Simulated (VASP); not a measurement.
A run of VASP 6.6.1 is set up as follows.

File POSCAR:

```
SiNi2
1.0
    3.7631963405      0.0000000000      0.0000000000
   -1.8815981703      3.2590236303      0.0000000000
    0.0000000000      0.0000000000      4.7403835115
Si Ni
2 4
Direct
    0.3333333333      0.6666666667      0.7500000000
    0.6666666667      0.3333333333      0.2500000000
    0.0000000000      0.0000000000      0.0000000000
    0.0000000000      0.0000000000      0.5000000000
    0.3333333333      0.6666666667      0.2500000000
    0.6666666667      0.3333333333      0.7500000000
```

File INCAR.step1:

```
SYSTEM = SiNi2
PREC = Accurate ; ENCUT = 520
ISMEAR = 0 ; SIGMA = 0.1
LREAL = .FALSE. ; LASPH = .TRUE.
NELM = 60 ; NBANDS = 33
GGA = PE ; ALGO = Normal
EDIFF = 1E-4 ; LWAVE = .TRUE.
LCHARG = .FALSE.
```

The input INCAR.step2:

```
SYSTEM = SiNi2
PREC = Accurate ; ENCUT = 520
EDIFF = 1E-6 ; ISMEAR = 0
SIGMA = 0.1 ; LREAL = .FALSE.
LASPH = .TRUE. ; NELM = 60
ALGO = Normal ; ISIF = 2
LWAVE = .FALSE. ; LCHARG = .FALSE.
METAGGA = R2SCAN ; LMIXTAU = .TRUE.
NBANDS = 33 ; ISTART = 1
```

The input KPOINTS:

```
Automatic mesh
0
G
  12 12 8
  0 0 0
```

Potentials or basis: VASP PAW PBE potentials, release 64 (Si, Ni).

The run is started by

```bash
$ cat potpaw_PBE.64/Si/POTCAR potpaw_PBE.64/Ni/POTCAR > POTCAR
$ cp INCAR.step1 INCAR
$ mpirun -np 1 vasp_std > vasp.out
$ cp INCAR.step2 INCAR
$ mpirun -np 1 vasp_std > vasp.out
```

(1) Predict the pressure.

(2) Estimate the band gap on the k mesh.

Answers

(1) 27.1 GPa.

(2) zero (band 24 reaches 16.21 eV, above the bottom of band 25 at 12.21 eV).

Caveat: the PAW data sets were made with another functional, which shifts forces and pressure a little.
